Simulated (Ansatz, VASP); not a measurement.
**Pt in VASP and in Ansatz**

```
Pt
1.0
     0.00210    1.94123    1.95306
     1.99096   -0.01460    1.96975
     1.96536    1.93232    0.01100
Pt
1
Cartesian
  0.0000 0.0000 0.0000
```

Change from the starting cell: cell sheared at random, sigma 0.01, atoms nudged by 0.01 Å.

Alike in both runs: task single point; functional PBEsol; k mesh 14 × 14 × 14; occupations gaussian, width 0.15 eV; no spin polarisation.

```csv
,VASP,Ansatz
version,VASP 6.6.1,Ansatz 0.2.0
potentials or method,"VASP PAW PBE potentials, release 64 (Pt), cutoff 520 eV","scalar-relativistic, plane waves, PAW"
valence electrons in the cell,10,18
```

Ansatz gave:

- gap on the k mesh at the Fermi level (eV): none
- pressure (GPa): 0.1
- traceless stress, the component that is largest in VASP (GPa): -1.00

Q: What did VASP give for the same quantities?

A: gap on the k mesh at the Fermi level (eV): none; pressure (GPa): -0.2; traceless stress, the component that is largest in VASP (GPa): -1.02.

VASP's potentials were made for PBE, not for PBEsol. A gap of «none» marks a metal or a gap that the smearing closes. VASP's potentials hold 10 valence electrons a cell and Ansatz's 18, so a difference there can come from the potentials and not from the codes.

Neither program's run includes spin-orbit coupling.
